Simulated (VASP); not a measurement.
# BN (P6_3mc) in VASP: single point with r2SCAN

Aim: the single point of BN with r2SCAN.

Program: VASP 6.6.1. These are calculated values, not measurements. Logs are shortened: lines on timing, memory, paths and dates and some standing lists are left out, and cuts for length are marked.

### 1 The cell of the first run

It takes space group P6_3mc (No. 186, hexagonal). Conventional cell: a = 2.554 Å, b = 2.554 Å, c = 4.227 Å, α = 90.00°, β = 90.00°, γ = 120.00°. Within 2.1 Å of B (site symmetry 3m) lie 4 N at 1.57 to 1.58 Å. N (site symmetry 3m) has 4 B at 1.57 to 1.58 Å within 2.1 Å.

### 2 Single point, r2SCAN

POSCAR reads:

```
BN
1.0
    2.5539396017      0.0000000000      0.0000000000
   -1.2769698009      2.2117765748      0.0000000000
    0.0000000000      0.0000000000      4.2268550000
B N
2 2
Direct
    0.6666666667      0.3333333333      0.9997240000
    0.3333333333      0.6666666667      0.4997240000
    0.6666666667      0.3333333333      0.6252760000
    0.3333333333      0.6666666667      0.1252760000
```

INCAR.step1 reads:

```
PREC = Accurate
ENCUT = 910
ISMEAR = 0
SIGMA = 0.05
LREAL = F
LASPH = T
NELM = 120
NBANDS = 16
GGA = PE
ALGO = Normal
EDIFF = 1E-5
LWAVE = T
LCHARG = F
GGA_COMPAT = F
```

INCAR.step2 reads:

```
PREC = Accurate
ENCUT = 910
EDIFF = 1E-6
ISMEAR = 0
SIGMA = 0.05
LREAL = F
LASPH = T
NELM = 120
ALGO = Normal
ISIF = 2
LWAVE = F
LCHARG = F
METAGGA = R2SCAN
LMIXTAU = T
NBANDS = 16
ISTART = 1
GGA_COMPAT = F
```

KPOINTS reads:

```
Automatic mesh
0
Gamma
  12 12 6
```

Potentials or basis: VASP PAW PBE potentials, release 64 (B_h, N_h).

Started as:

```console
cat potpaw_PBE.64/B_h/POTCAR potpaw_PBE.64/N_h/POTCAR > POTCAR
cp INCAR.step1 INCAR
mpirun -np 1 vasp_std > vasp.out
cp INCAR.step2 INCAR
mpirun -np 1 vasp_std > vasp.out
```

OUTCAR:

```text
PREC = Accurate
   ENCUT = 910
   EDIFF = 1E-6
   ISMEAR = 0
   LREAL = F
   LASPH = T
   NELM = 120
   ISIF = 2
   METAGGA = R2SCAN
   ISTART = 1

 ion  position               nearest neighbor table
   1  0.667  0.333  1.000-
   2  0.333  0.667  0.500-
   3  0.667  0.333  0.625-
   4  0.333  0.667  0.125-

  LATTYP: Found a hexagonal cell.
 ALAT       =     2.5539396017
 C/A-ratio  =     1.6550332659

  Lattice vectors:

 A1 = (   2.5539396017,   0.0000000000,   0.0000000000)
 A2 = (  -1.2769698009,   2.2117765748,   0.0000000000)
 A3 = (   0.0000000000,   0.0000000000,   4.2268550000)

Analysis of symmetry for initial positions (statically):
=====================================================================
 Subroutine PRICEL returns:
 Original cell was already a primitive cell.

 Routine SETGRP: Setting up the symmetry group for a
 hexagonal supercell.

 Subroutine GETGRP returns: Found 12 space group operations
 (whereof  6 operations were pure point group operations)
 out of a pool of 24 trial point group operations.

The static configuration has the point symmetry C_3v.
 The point group associated with its full space group is C_6v.

Analysis of symmetry for dynamics (positions and initial velocities):
=====================================================================
 Subroutine PRICEL returns:
 Original cell was already a primitive cell.

 Routine SETGRP: Setting up the symmetry group for a
 hexagonal supercell.

 Subroutine GETGRP returns: Found 12 space group operations
 (whereof  6 operations were pure point group operations)
 out of a pool of 24 trial point group operations.

The dynamic configuration has the point symmetry C_3v.
 The point group associated with its full space group is C_6v.

 Subroutine INISYM returns: Found 12 space group operations
 (whereof  6 operations are pure point group operations),
 and found     1 'primitive' translations

----------------------------------------------------------------------------------------

                                     Primitive cell

  volume of cell :      23.8764

[... 83 lines left out ...]
   PREC   = accura    normal or accurate (medium, high low for compatibility)
   ISTART =      1    job   : 0-new  1-cont  2-samecut
   ICHARG =      0    charge: 1-file 2-atom 10-const
   ISPIN  =      1    spin polarized calculation?
   LNONCOLLINEAR =      F non collinear calculations
   LSORBIT =      F    spin-orbit coupling
   LASPH  =      T    aspherical Exc in radial PAW
   ENCUT  =  910.0 eV  66.88 Ry    8.18 a.u.   6.28  6.28 10.40*2*pi/ulx,y,z
   NELM   =    120;   NELMIN=  2; NELMDL=  0     # of ELM steps
   EDIFF  = 0.1E-05   stopping-criterion for ELM
   LREAL  =      F    real-space projection
   EDIFFG = 0.1E-04   stopping-criterion for IOM
   NSW    =      0    number of steps for IOM
   IBRION =     -1    ionic relax: 0-MD 1-quasi-New 2-CG
   NFREE  =      0    steps in history (QN), initial steepest desc. (CG)
   ISIF   =      2    stress and relaxation
   ISYM   =      2    0-nonsym 1-usesym 2-fastsym
   POTIM  = 0.5000    time-step for ionic-motion
   TEBEG  =    0.0;   TEEND  =   0.0 temperature during run
   PSTRESS=    0.0 pullay stress
   NELECT =      16.0000    total number of electrons
   NUPDOWN=      -1.0000    fix difference up-down
   EMIN   =  10.00;   EMAX   =-10.00  energy-range for DOS
   EFERMI =   0.00;   METHOD = LEGACY
   ISMEAR =     0;   SIGMA  =   0.05  broadening in eV -4-tet -1-fermi 0-gaus
   EFERMI_NEDOS =   21; number of points for ismear=-14 and -15
   IALGO  =     38    algorithm
   IMIX   =      4    mixing-type and parameters
     AMIX     =   0.40;   BMIX     =  1.00
     AMIX_MAG =   1.60;   BMIX_MAG =  1.00
  volume/ion in A,a.u.               =       5.97        40.28
  Fermi-wavevector in a.u.,A,eV,Ry     =   1.432600  2.707222 27.923836  2.052344
  Thomas-Fermi vector in A             =   2.552210
   LORBIT       =      0    0 simple, 1 ext, 2 COOP (PROOUT), +10 PAW based schemes
   METAGGA = R2SCAN    functional components
   LHFCALC =     F    Hartree Fock is set to
   AEXX    =    0.0000 exact exchange contribution
   IVDW    =     0    specifies the selected vdW correction
   LEPSILON=     F    determine dielectric tensor
   LRPA    =     F    only Hartree local field effects (RPA)
 non-spin polarized calculation
 Gauss-broadening in eV      SIGMA  =   0.05
  energy-cutoff  :      910.00
  volume of cell :       23.88
 maximum number of plane-waves:      1521
 NGX is ok and might be reduce to    28
   NGX = 13   NGY = 13   NGZ = 21

 number of electron      15.9999999 magnetization

 Free energy of the ion-electron system (eV)
  ---------------------------------------------------
  ext. energy  EPLUGINS =         0.00000000
  ---------------------------------------------------
  free energy    TOTEN  =       -38.31708924 eV

  energy without entropy =      -38.31708924  energy(sigma->0) =      -38.31708924

 E-fermi :   9.2564     XC(G=0): -13.6900

 val. band max:        8.9408820943   @ k =   0.0000   0.0000   0.0000
 cond. band min:      14.6796889714   @ k =   0.3333   0.3333   0.0000
 fundamental gap:      5.7388068771
 Fermi energy:         9.2564112054

 k-point     1 :       0.0000    0.0000    0.0000
  band No.  band energies     occupation
      1     -12.4038      2.00000
      2      -8.2296      2.00000
      3      -2.2686      2.00000
      4       6.7649      2.00000
      5       6.7649      2.00000
      6       8.6621      2.00000
[... 433 lines left out ...]
      3      -0.1471      2.00000
      4       1.3568      2.00000
      5       2.7282      2.00000
      6       4.5339      2.00000
[... 8 lines left out ...]
     15      26.0205      0.00000
     16      26.2508      0.00000

 [... further k-points ...]
[... 5 lines left out ...]
  --------------------------------------------------------------------------------------
  -------------------------------------------------------------------------------------
  Total       -0.7590225     -0.7590225     -0.8499594      0.0000000      0.0000000      0.0000000
  in kB      -50.9326220    -50.9326220    -57.0347483      0.0000000      0.0000000      0.0000000
  external PRESSURE =     -52.9666641 kB  Pullay stress =       0.0000000 kB

 VOLUME and BASIS-vectors are now :
 -----------------------------------------------------------------------------
  energy-cutoff  :      910.00
  volume of cell :       23.88
      direct lattice vectors                 reciprocal lattice vectors
     2.553939602  0.000000000  0.000000000     0.391551938  0.226062617  0.000000000
    -1.276969801  2.211776575  0.000000000     0.000000000  0.452125233  0.000000000
     0.000000000  0.000000000  4.226855000     0.000000000  0.000000000  0.236582518

 POSITION                                       TOTAL-FORCE (eV/Angst)
 -----------------------------------------------------------------------------------
      1.27697      0.73726      4.22569        -0.000000      0.000000      0.026858
     -0.00000      1.47452      2.11226         0.000000     -0.000000      0.026858
      1.27697      0.73726      2.64295        -0.000000      0.000000     -0.026858
     -0.00000      1.47452      0.52952         0.000000     -0.000000     -0.026858
 -----------------------------------------------------------------------------------
    total drift:                               -0.000000     -0.000000      0.014731

  FREE ENERGIE OF THE ION-ELECTRON SYSTEM (eV)
  ---------------------------------------------------
  free  energy   TOTEN  =       -38.3170892362 eV

  energy  without entropy=      -38.3170892362  energy(sigma->0) =      -38.31708924
```

Run time: 2.3 min. Hardware: 1 thread of Intel Xeon Platinum 8375C at 2.90GHz (Ice Lake), shared host; peak memory 0.21 GiB.

What came out:

| Item | Value |
| --- | --- |
| Free energy | -38.3171 eV |
| Pressure | -5.3 GPa |
| Largest force | 0.027 eV/Å |
| Band gap on the k mesh | 5.74 eV (least direct gap 8.93 eV) |

Forces in eV/Å, atoms in the order of the input:
```
B    0.000  0.000  0.027
B    0.000  0.000  0.027
N    0.000  0.000 -0.027
N    0.000  0.000 -0.027
```

Stress tensor (GPa, compression positive):
```
-5.09  0.00  0.00
 0.00 -5.09  0.00
 0.00  0.00 -5.70
```

Levels at points of the mesh, in eV from the valence-band top:
```
           k point  band 4  band 5  band 6  band 7  band 8  band 9  band 10  band 11  band 12  band 13
(0.00, 0.00, 0.00)   -2.18   -2.18   -0.28    0.00    0.00    9.05     9.05     9.23    10.07    11.36
(0.50, 0.00, 0.00)   -8.09   -7.13   -5.12   -4.47   -2.17    7.26     8.56    11.32    12.09    13.72
(0.00, 0.00, 0.50)   -5.92   -1.20   -1.20   -1.20   -1.20   10.14    10.14    10.64    10.64    10.64
(0.50, 0.00, 0.50)  -10.32   -3.87   -3.87   -3.69   -3.69    7.16     7.16    10.63    10.63    15.20
```

Caveat: the cutoff is under 1.25 times the usual one of these potentials, so pressure, stress and relaxed cells hold a basis-set (Pulay) error; the cell stands under tension; the PAW data sets were made with another functional, which shifts forces and pressure a little. A k mesh can miss the band edges.
